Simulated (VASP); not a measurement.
# Ru (Cmcm) in VASP: further runs

Ru is run at these levels: LDA; tasks: single point.

Everything below comes from runs of VASP 6.6.1. Logs are shortened: lines on timing, memory, paths and dates and some standing lists are left out, and cuts for length are marked.

## 1. The cell of the first run

The structure is orthorhombic, space group Cmcm (No. 63). Conventional cell: a = 2.728 Å, b = 4.724 Å, c = 4.227 Å, α = 90.00°, β = 90.00°, γ = 90.00°. Ru (site symmetry m2m) has 12 Ru at 2.48 to 2.73 Å within 3.3 Å.

## 2. Single point, LDA (atoms displaced along a vibrational mode, the cell strained)

INCAR

```
  PREC = Accurate
  ENCUT = 520
  EDIFF = 1E-6
  ISMEAR = 0
  SIGMA = 0.15
  LREAL = F
  LASPH = T
  NELM = 60
  ALGO = Fast
  ISIF = 2
  LWAVE = F
  LCHARG = F
  NBANDS = 21
```

KPOINTS

```
Automatic mesh
0
Gamma
  21 21 10
```

POSCAR

```
Ru
1.0
    2.7275399786      0.0000000000      0.0000000000
   -1.3637699893      2.3621189113      0.0000000000
    0.0000000000      0.0000000000      4.2267610266
Ru
2
Direct
    0.3635604314      0.7271208628      0.2500000000
    0.6364395686      0.2728791372      0.7500000000
```

Potentials or basis: VASP PAW LDA potentials, release 64 (Ru_pv).

Command:

```bash
$ cat potpaw_LDA.64/Ru_pv/POTCAR > POTCAR
$ mpirun -np 1 vasp_std > vasp.out
```

OUTCAR:

```text
PREC = Accurate
   ENCUT = 520
   EDIFF = 1E-6
   ISMEAR = 0
   LREAL = F
   LASPH = T
   NELM = 60
   ISIF = 2

 ion  position               nearest neighbor table
   1  0.364  0.727  0.250-   2 2.48   2 2.48   2 2.73   2 2.73   2 2.73   2 2.73
   2  0.636  0.273  0.750-   1 2.48   1 2.48   1 2.73   1 2.73   1 2.73   1 2.73

  LATTYP: Found a hexagonal cell.
 ALAT       =     2.7275399786
 C/A-ratio  =     1.5496605218

  Lattice vectors:

 A1 = (   2.7275399786,   0.0000000000,   0.0000000000)
 A2 = (  -1.3637699893,   2.3621189113,   0.0000000000)
 A3 = (   0.0000000000,   0.0000000000,   4.2267610266)

Analysis of symmetry for initial positions (statically):
=====================================================================
 Subroutine PRICEL returns:
 Original cell was already a primitive cell.

 Routine SETGRP: Setting up the symmetry group for a
 hexagonal supercell.

 Subroutine GETGRP returns: Found  8 space group operations
 (whereof  4 operations were pure point group operations)
 out of a pool of 24 trial point group operations.

The static configuration has the point symmetry C_2h.
 The point group associated with its full space group is D_2h.

Analysis of symmetry for dynamics (positions and initial velocities):
=====================================================================
 Subroutine PRICEL returns:
 Original cell was already a primitive cell.

 Routine SETGRP: Setting up the symmetry group for a
 hexagonal supercell.

 Subroutine GETGRP returns: Found  8 space group operations
 (whereof  4 operations were pure point group operations)
 out of a pool of 24 trial point group operations.

The dynamic configuration has the point symmetry C_2h.
 The point group associated with its full space group is D_2h.

 Subroutine INISYM returns: Found  8 space group operations
 (whereof  4 operations are pure point group operations),
 and found     1 'primitive' translations

----------------------------------------------------------------------------------------

                                     Primitive cell

  volume of cell :      27.2321

  direct lattice vectors                    reciprocal lattice vectors
     2.727539979  0.000000000  0.000000000     0.366630740  0.211674356  0.000000000
    -1.363769989  2.362118911  0.000000000     0.000000000  0.423348713  0.000000000
     0.000000000  0.000000000  4.226761027     0.000000000  0.000000000  0.236587778

  length of vectors
     2.727539979  2.727539979  4.226761027     0.423348713  0.423348713  0.236587778

  position of ions in fractional coordinates (direct lattice)
     0.363560431  0.727120863  0.250000000
     0.636439569  0.272879137  0.750000000

  ion indices of the primitive-cell ions
   primitive index   ion index
                 1           1
                 2           2

----------------------------------------------------------------------------------------

 KPOINTS: Automatic mesh

Automatic generation of k-mesh.
 Grid dimensions read from file:
 generate k-points for:   21   21   10

 Generating k-lattice:

  Cartesian coordinates                     Fractional coordinates (reciprocal lattice)
     0.017458607  0.010079731  0.000000000     0.047619048  0.000000000  0.000000000
     0.000000000  0.020159463  0.000000000     0.000000000  0.047619048  0.000000000
     0.000000000  0.000000000  0.023658778     0.000000000  0.000000000  0.100000000

  Length of vectors
     0.020159463  0.020159463  0.023658778

  Shift w.r.t. Gamma in fractional coordinates (k-lattice)
     0.000000000  0.000000000  0.000000000

 Subroutine IBZKPT returns following result:
 ===========================================

 Found    726 irreducible k-points:

 Following reciprocal coordinates:
            Coordinates               Weight
  0.000000  0.000000  0.000000      1.000000
  0.047619  0.000000  0.000000      4.000000
  0.000000  0.047619  0.000000      2.000000
  0.095238 -0.000000  0.000000      4.000000
  0.000000  0.095238  0.000000      2.000000
  0.142857  0.000000  0.000000      4.000000
[... 16 lines left out ...]
 -0.095238  0.047619  0.000000      2.000000
  0.095238  0.047619  0.000000      4.000000
 [... further k-points ...]
   k-points           NKPTS =    726   k-points in BZ     NKDIM =    726   number of bands    NBANDS=     21
   number of dos      NEDOS =    301   number of ions     NIONS =      2
   total plane-waves  NPLWV =  12800
   dimension x,y,z NGX =    20 NGY =   20 NGZ =   32
   dimension x,y,z NGXF=    40 NGYF=   40 NGZF=   64
   ions per type =               2
   NGX,Y,Z   is equivalent  to a cutoff of  12.19, 12.19, 12.59 a.u.
   NGXF,Y,Z  is equivalent  to a cutoff of  24.38, 24.38, 25.17 a.u.
 SYSTEM =  unknown system
   PREC   = accura    normal or accurate (medium, high low for compatibility)
   ISTART =      0    job   : 0-new  1-cont  2-samecut
   ICHARG =      2    charge: 1-file 2-atom 10-const
   ISPIN  =      1    spin polarized calculation?
   LNONCOLLINEAR =      F non collinear calculations
   LSORBIT =      F    spin-orbit coupling
   LASPH  =      T    aspherical Exc in radial PAW
   ENCUT  =  520.0 eV  38.22 Ry    6.18 a.u.   5.07  5.07  7.86*2*pi/ulx,y,z
   NELM   =     60;   NELMIN=  2; NELMDL= -5     # of ELM steps
   EDIFF  = 0.1E-05   stopping-criterion for ELM
   LREAL  =      F    real-space projection
   EDIFFG = 0.1E-04   stopping-criterion for IOM
   NSW    =      0    number of steps for IOM
   IBRION =     -1    ionic relax: 0-MD 1-quasi-New 2-CG
   NFREE  =      0    steps in history (QN), initial steepest desc. (CG)
   ISIF   =      2    stress and relaxation
   ISYM   =      2    0-nonsym 1-usesym 2-fastsym
   POTIM  = 0.5000    time-step for ionic-motion
   TEBEG  =    0.0;   TEEND  =   0.0 temperature during run
   PSTRESS=    0.0 pullay stress
   NELECT =      28.0000    total number of electrons
   NUPDOWN=      -1.0000    fix difference up-down
   EMIN   =  10.00;   EMAX   =-10.00  energy-range for DOS
   EFERMI =   0.00;   METHOD = LEGACY
   ISMEAR =     0;   SIGMA  =   0.15  broadening in eV -4-tet -1-fermi 0-gaus
   EFERMI_NEDOS =   21; number of points for ismear=-14 and -15
   IALGO  =     68    algorithm
   IMIX   =      4    mixing-type and parameters
     AMIX     =   0.40;   BMIX     =  1.00
     AMIX_MAG =   1.60;   BMIX_MAG =  1.00
  volume/ion in A,a.u.               =      13.62        91.89
  Fermi-wavevector in a.u.,A,eV,Ry     =   1.652345  3.122479 37.147211  2.730243
  Thomas-Fermi vector in A             =   2.740970
   LORBIT       =      0    0 simple, 1 ext, 2 COOP (PROOUT), +10 PAW based schemes
   GGA     = CA    functional components
   LHFCALC =     F    Hartree Fock is set to
   AEXX    =    0.0000 exact exchange contribution
   IVDW    =     0    specifies the selected vdW correction
   LEPSILON=     F    determine dielectric tensor
   LRPA    =     F    only Hartree local field effects (RPA)
 non-spin polarized calculation
 RMM-DIIS sequential band-by-band and
 Gauss-broadening in eV      SIGMA  =   0.15
  energy-cutoff  :      520.00
  volume of cell :       27.23
 maximum number of plane-waves:       746
   NGX = 11   NGY = 11   NGZ = 15

 number of electron      27.9999998 magnetization

 Free energy of the ion-electron system (eV)
  ---------------------------------------------------
  ext. energy  EPLUGINS =         0.00000000
  ---------------------------------------------------
  free energy    TOTEN  =       -21.08168462 eV

  energy without entropy =      -21.06119014  energy(sigma->0) =      -21.07143738

 E-fermi :  12.7139     XC(G=0): -14.3517

 val. band max:       12.7131671672   @ k =  -0.2857   0.1429   0.3000
 cond. band min:      12.7180946401   @ k =  -0.4286   0.2381   0.3000
 fundamental gap:      0.0049274729
 Fermi energy:        12.7138897301

 k-point     1 :       0.0000    0.0000    0.0000
  band No.  band energies     occupation
      1     -30.9095      2.00000
      2     -29.9571      2.00000
      3     -29.7491      2.00000
      4     -29.7054      2.00000
      5     -29.6674      2.00000
      6     -29.5725      2.00000
[... 13 lines left out ...]
     20      22.6761      0.00000
     21      23.2834      0.00000

 k-point     2 :       0.0476    0.0000    0.0000
  band No.  band energies     occupation
      1     -30.9028      2.00000
      2     -29.9641      2.00000
      3     -29.7656      2.00000
      4     -29.7167      2.00000
      5     -29.6721      2.00000
      6     -29.5753      2.00000
[... 13 lines left out ...]
     20      22.6760      0.00000
     21      23.2695      0.00000

 k-point     3 :       0.0000    0.0476    0.0000
  band No.  band energies     occupation
      1     -30.9007      2.00000
      2     -29.9717      2.00000
      3     -29.7612      2.00000
      4     -29.7007      2.00000
      5     -29.6850      2.00000
      6     -29.5777      2.00000
[... 13 lines left out ...]
     20      22.6760      0.00000
     21      23.2665      0.00000

 k-point     4 :       0.0952   -0.0000    0.0000
  band No.  band energies     occupation
      1     -30.8832      2.00000
      2     -29.9856      2.00000
      3     -29.8126      2.00000
      4     -29.7517      2.00000
      5     -29.6831      2.00000
      6     -29.5837      2.00000
[... 13 lines left out ...]
     20      22.6759      0.00000
     21      23.2245      0.00000

 k-point     5 :       0.0000    0.0952    0.0000
  band No.  band energies     occupation
      1     -30.8747      2.00000
      2     -30.0142      2.00000
      3     -29.7886      2.00000
      4     -29.7359      2.00000
      5     -29.6951      2.00000
      6     -29.5933      2.00000
[... 13 lines left out ...]
     20      22.6759      0.00000
     21      23.2153      0.00000

 k-point     6 :       0.1429    0.0000    0.0000
  band No.  band energies     occupation
      1     -30.8517      2.00000
      2     -30.0246      2.00000
      3     -29.8822      2.00000
      4     -29.8070      2.00000
      5     -29.6977      2.00000
      6     -29.5974      2.00000
[... 13 lines left out ...]
     20      22.6759      0.00000
     21      23.1429      0.00000

 k-point     7 :       0.0000    0.1429    0.0000
  band No.  band energies     occupation
      1     -30.8323      2.00000
      2     -30.0803      2.00000
      3     -29.8235      2.00000
      4     -29.8154      2.00000
      5     -29.6944      2.00000
      6     -29.6192      2.00000
[... 13 lines left out ...]
     20      22.6759      0.00000
     21      23.1322      0.00000
[... 291 lines left out ...]
      1     -30.5568      2.00000
      2     -30.5552      2.00000
      3     -30.3424      2.00000
      4     -30.0862      2.00000
      5     -29.8062      2.00000
      6     -29.7495      2.00000
[... 13 lines left out ...]
     20      22.9906      0.00000
     21      23.7979      0.00000

 k-point    21 :       0.0000    0.4762    0.0000
  band No.  band energies     occupation
      1     -30.5855      2.00000
      2     -30.4289      2.00000
      3     -30.3200      2.00000
      4     -30.0322      2.00000
      5     -29.9995      2.00000
      6     -29.7535      2.00000
[... 13 lines left out ...]
     20      25.3203      0.00000
     21      25.6644      0.00000

 k-point    22 :       0.0476    0.0476    0.0000
  band No.  band energies     occupation
      1     -30.8855      2.00000
      2     -29.9930      2.00000
      3     -29.7899      2.00000
      4     -29.7174      2.00000
      5     -29.6956      2.00000
      6     -29.5857      2.00000
[... 13 lines left out ...]
     20      22.6760      0.00000
     21      23.2343      0.00000

 k-point    23 :      -0.0952    0.0476    0.0000
  band No.  band energies     occupation
      1     -30.8917      2.00000
      2     -29.9705      2.00000
      3     -29.7974      2.00000
      4     -29.7537      2.00000
      5     -29.6735      2.00000
      6     -29.5786      2.00000
[... 13 lines left out ...]
     20      22.6760      0.00000
     21      23.2440      0.00000

 k-point    24 :       0.0952    0.0476    0.0000
  band No.  band energies     occupation
      1     -30.8579      2.00000
      2     -30.0280      2.00000
      3     -29.8526      2.00000
      4     -29.7571      2.00000
      5     -29.7049      2.00000
      6     -29.5989      2.00000
[... 13 lines left out ...]
     20      22.6759      0.00000
     21      23.1682      0.00000

 [... further k-points ...]
[... 5 lines left out ...]
  --------------------------------------------------------------------------------------
  -------------------------------------------------------------------------------------
  Total       -2.7977399     -1.4161244      0.3519168      0.0000000      0.0000000      0.0000000
  in kB     -164.6028494    -83.3165738     20.7047507      0.0000000      0.0000000      0.0000000
  external PRESSURE =     -75.7382242 kB  Pullay stress =       0.0000000 kB

 VOLUME and BASIS-vectors are now :
 -----------------------------------------------------------------------------
  energy-cutoff  :      520.00
  volume of cell :       27.23
      direct lattice vectors                 reciprocal lattice vectors
     2.727539979  0.000000000  0.000000000     0.366630740  0.211674356  0.000000000
    -1.363769989  2.362118911  0.000000000     0.000000000  0.423348713  0.000000000
     0.000000000  0.000000000  4.226761027     0.000000000  0.000000000  0.236587778

 POSITION                                       TOTAL-FORCE (eV/Angst)
 -----------------------------------------------------------------------------------
      0.00000      1.71755      1.05669         0.000000     -1.770220      0.000000
      1.36377      0.64457      3.17007         0.000000      1.770220      0.000000
 -----------------------------------------------------------------------------------
    total drift:                                0.000000     -0.000000      0.000000

  FREE ENERGIE OF THE ION-ELECTRON SYSTEM (eV)
  ---------------------------------------------------
  free  energy   TOTEN  =       -21.0816846178 eV

  energy  without entropy=      -21.0611901431  energy(sigma->0) =      -21.07143738
```

Run time: 2.4 min. Hardware: 1 thread of Intel Xeon 6975P-C (Granite Rapids), shared host; peak memory 0.39 GiB.

What came out:

```yaml
Free_energy: -21.0817 eV
Pressure: -7.6 GPa
Largest_force: 1.770 eV/Å
Band_gap_on_the_k_mesh: zero (bands 14 and 15 overlap by 2.83 eV)
```

Forces on the atoms (eV/Å):
```
Ru   0.000 -1.770  0.000
Ru   0.000  1.770  0.000
```

Caveat: the cell differs from its parent crystal (atoms displaced along a vibrational mode, the cell strained); the cell stands under tension; forces of over 1 eV/Å act on the atoms, so gaps and moduli don't describe the material at rest.

## 3. Single point, LDA (atoms displaced along a vibrational mode, the cell strained)

INCAR

```
PREC = Accurate
ENCUT = 520
EDIFF = 1E-7
ISMEAR = 0
SIGMA = 0.15
LREAL = F
LASPH = T
NELM = 60
ALGO = Fast
ISIF = 2
LWAVE = F
LCHARG = T
LELF = T
LVHAR = T
NBANDS = 21
```

KPOINTS

```
regular mesh
0
Gamma
  21 21 10
```

POSCAR

```
Ru
1.0
    2.7275399786      0.0000000000      0.0000000000
   -1.3637699893      2.3621189113      0.0000000000
    0.0000000000      0.0000000000      4.2267610266
Ru
2
Direct
    0.3031062353      0.6062124705      0.2500000000
    0.6968937647      0.3937875295      0.7500000000
```

Potentials or basis: VASP PAW LDA potentials, release 64 (Ru_pv).

Command:

```bash
$ cat potpaw_LDA.64/Ru_pv/POTCAR > POTCAR
$ mpirun -np 1 vasp_std > vasp.out
```

Run time: 2.3 min. Hardware: 1 thread of Intel Xeon 6975P-C (Granite Rapids), shared host; peak memory 0.39 GiB.

The run converged. Its results:

```
Free energy            : -21.0458 eV
Pressure               : -8.2 GPa
Largest force          : 2.140 eV/Å
Band gap on the k mesh : zero (bands 14 and 15 overlap by 2.86 eV)
```

Forces in eV/Å, atoms in the order of the input:
```
Ru   0.000  2.140  0.000
Ru   0.000 -2.140  0.000
```

Stress tensor (GPa, compression positive):
```
 -8.30   0.00   0.00
  0.00 -18.29   0.00
  0.00   0.00   1.96
```

Levels at points of the mesh, in eV from the Fermi level:
| k point | band 12 | band 13 | band 14 | band 15 | band 16 | band 17 |
| --- | --- | --- | --- | --- | --- | --- |
| (0.00, 0.00, 0.00) | -2.31 | -1.64 | -1.56 | -0.53 | 0.02 | 1.47 |
| (0.00, 0.00, 0.50) | -2.68 | -2.67 | -2.67 | 0.06 | 0.06 | 0.58 |

Caveat: the cell differs from its parent crystal (atoms displaced along a vibrational mode, the cell strained); the cell stands under tension; forces of over 1 eV/Å act on the atoms, so gaps and moduli don't describe the material at rest.
